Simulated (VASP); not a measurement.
**O2: single point with PBEsol**

O2, in a box:

```
O
1.0
     9.00000    0.00000    0.00000
     0.00000    9.50000    0.00000
     0.00000    0.00000   10.00000
O
2
Direct
  0.50000 0.50000 0.43950
  0.50000 0.50000 0.56050
```

```yaml
Program: VASP 6.6.1
Task: single point
Functional: PBEsol
Potentials_or_basis: VASP PAW PBE potentials, release 64 (O)
Cutoff: 520 eV
k_mesh: 1 × 1 × 1
Occupations: fermi-dirac, width 0.02 eV
Spin: collinear spin, ferromagnetic start
Starting_moments: "[1.0, 1.0] μB"
```

The largest force is 1.377 eV/Å. The gap between the frontier levels is 2.26 eV, the net moment is 2.00 μB per cell and the site moments are O +0.81 μB. The valence electrons inside the program's atomic spheres are O 4.92.

Forces on the atoms (eV/Å):
```
O    0.000  0.000 -1.377
O    0.000  0.000  1.377
```

Levels at points of the mesh, in eV from the valence-band top:
Spin up:
| k point | band 5 | band 6 | band 7 | band 8 | band 9 | band 10 |
| --- | --- | --- | --- | --- | --- | --- |
| (0.00, 0.00, 0.00) | -6.74 | 0.00 | 0.00 | 6.36 | 7.58 | 7.91 |
Spin down:
| k point | band 3 | band 4 | band 5 | band 6 | band 7 | band 8 |
| --- | --- | --- | --- | --- | --- | --- |
| (0.00, 0.00, 0.00) | -5.71 | -4.91 | -4.91 | 2.26 | 2.26 | 6.47 |

It took 86 s on 1 thread of Intel(R) Xeon(R) 6975P-C (Granite Rapids), on a shared host, peak memory 1 GiB.

Caveat: the standard files for N, O and F lose accuracy on very short bonds; the PAW data sets were made with another functional, which shifts forces and pressure a little.
